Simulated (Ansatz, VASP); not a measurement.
**One calculation of NaF, two programs**

```xyz
6
Lattice="3.1970 -4.9148 0.0000 3.1970 4.9148 0.0000 -1.4469 0.0000 2.6885" Properties=species:S:1:pos:R:3 pbc="T T T"
Na    3.5771    3.4033    1.0723
Na    2.9220    0.0000    2.4590
Na    3.5771   -3.4033    1.0723
F     1.3676   -3.4016    1.6145
F     2.0285    0.0000    0.2326
F     1.3676    3.4016    1.6145
```

Alike in both runs: task single point; functional LDA; k mesh 6 × 6 × 8; occupations gaussian, width 0.02 eV; no spin polarisation.

```csv
,VASP,Ansatz
version,VASP 6.6.1,Ansatz 0.2.0
potentials or method,"VASP PAW LDA potentials, release 64 (Na_pv, F), cutoff 520 eV","scalar-relativistic, plane waves, PAW"
valence electrons in the cell,42,48
```

|  | VASP | Ansatz | Ansatz less VASP |
| --- | --- | --- | --- |
| gap on the k mesh at the Fermi level (eV) | 5.10 | 5.12 | +0.020 |
| least direct gap on the mesh (eV) | 5.13 | 5.15 | +0.020 |
| pressure (GPa) | -5.2 | -5.1 | +0.09 |
| traceless stress, the component that is largest in VASP (GPa) | 0.41 | 0.42 | +0.007 |
| rms of the force components (eV/Å) | 0.026 | 0.026 | 0.0000 |

LDA's correlation is that of Perdew and Zunger in VASP and of Perdew and Wang (1992) in Ansatz. Atom by atom the forces differ by 0.002 eV/Å (rms over components). VASP's potentials hold 42 valence electrons a cell and Ansatz's 48, so a difference there can come from the potentials and not from the codes.
